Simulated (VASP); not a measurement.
Set up this calculation in VASP 6.6.1, as the native input.

| Item | Value |
| --- | --- |
| Task | single point |
| Functional | PBEsol |
| Potentials or basis | VASP PAW PBE potentials, release 64 (Ir) |
| Cutoff | 520 eV |
| k mesh | 16 × 16 × 16 |
| Occupations | gaussian, width 0.1 eV |
| Spin | no spin polarisation |
| Dipole correction | no |
| Further INCAR settings | ALGO = Fast; EDIFF = 1e-06; NBANDS = 10 |

The structure of Ir lies in POSCAR:

```
Ir
1.0
    0.0032826870      2.0576880360      2.0530807560
    1.9369964970      0.0352840860      2.0210793570
    1.9468445580      2.0355346980      0.0254360250
Ir
1
Direct
    0.0000000000      0.0000000000      0.0000000000
```

This cell differs from its parent crystal: the cell strained at random.

The input as run:

INCAR

```
ALGO     = Fast           # electronic algorithm
EDIFF    = 1E-6           # SCF threshold, eV
ENCUT    = 520            # plane-wave cutoff, eV
GGA      = PS             # functional
ISIF     = 2              # what is computed and relaxed
ISMEAR   = 0              # smearing method
LASPH    = True           # aspherical terms in the spheres
LCHARG   = False          # write CHGCAR
LREAL    = False          # projectors in reciprocal space
LWAVE    = False          # write WAVECAR
NBANDS   = 10             # bands
NELM     = 80             # most SCF steps
PREC     = Accurate       # precision mode
SIGMA    = 0.1            # smearing width, eV
```

KPOINTS

```
k-points
0
Gamma
  16 16 16
```

Potentials or basis: VASP PAW PBE potentials, release 64 (Ir).

Run with:

```bash
$ cat potpaw_PBE.64/Ir/POTCAR > POTCAR
$ mpirun -np 1 vasp_std > vasp.out
```

It gave:

The pressure is -34.4 GPa.

Caveat: the cell differs from its parent crystal (the cell strained at random); the PAW data sets were made with another functional, which shifts forces and pressure a little.

Run time: 5.1 min on 1 thread of Intel Xeon 6975P-C (shared host), peak memory 0.45 GiB.
